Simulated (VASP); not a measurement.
Wanted: the native input for a VASP 6.6.1 run.

| Quantity | Value |
| --- | --- |
| Task | single point |
| Functional | LDA |
| Potentials or basis | VASP PAW LDA potentials, release 64 (Cd, Te) |
| Cutoff | 520 eV |
| k mesh | 6 × 6 × 6 |
| Occupations | gaussian, width 0.01 eV |
| Spin | no spin polarisation |
| Dipole correction | no |
| Further INCAR settings | ALGO = Normal; EDIFF = 1e-07; NBANDS = 16 |

The structure of CdTe lies in POSCAR:

```
CdTe
1.0
    0.0000000000      3.2799012461      3.2799012461
    3.2799012461      0.0000000000      3.2799012461
    3.2799012461      3.2799012461      0.0000000000
Cd Te
1 1
Direct
    0.0000000000      0.0000000000      0.0000000000
    0.2500000000      0.2500000000      0.2500000000
```

One way to write it, as run:

INCAR

```
SYSTEM = CdTe
PREC = Accurate ; ENCUT = 520
EDIFF = 1E-7 ; ISMEAR = 0
SIGMA = 0.01 ; LREAL = .FALSE.
LASPH = .TRUE. ; NELM = 100
ALGO = Normal ; ISIF = 2
LWAVE = .FALSE. ; LCHARG = .TRUE.
GGA = CA ; LELF = .TRUE.
LVHAR = .TRUE. ; NBANDS = 16
```

KPOINTS

```
regular mesh
0
G
  6 6 6
  0 0 0
```

Potentials or basis: VASP PAW LDA potentials, release 64 (Cd, Te).

Run with:

```bash
$ cat potpaw_LDA.64/Cd/POTCAR potpaw_LDA.64/Te/POTCAR > POTCAR
$ mpirun -np 1 vasp_std > vasp.out
```

It gave:

```yaml
Pressure: -2.5 GPa
Band_gap_on_the_k_mesh: 0.44 eV, direct
```

Caveat: spin-orbit coupling is left out, which moves the levels of the heavy elements.

Run time: 11 s on 1 thread of AMD EPYC 9R45 96-Core Processor (Zen 5), with other jobs on the host, peak memory 0.15 GiB.
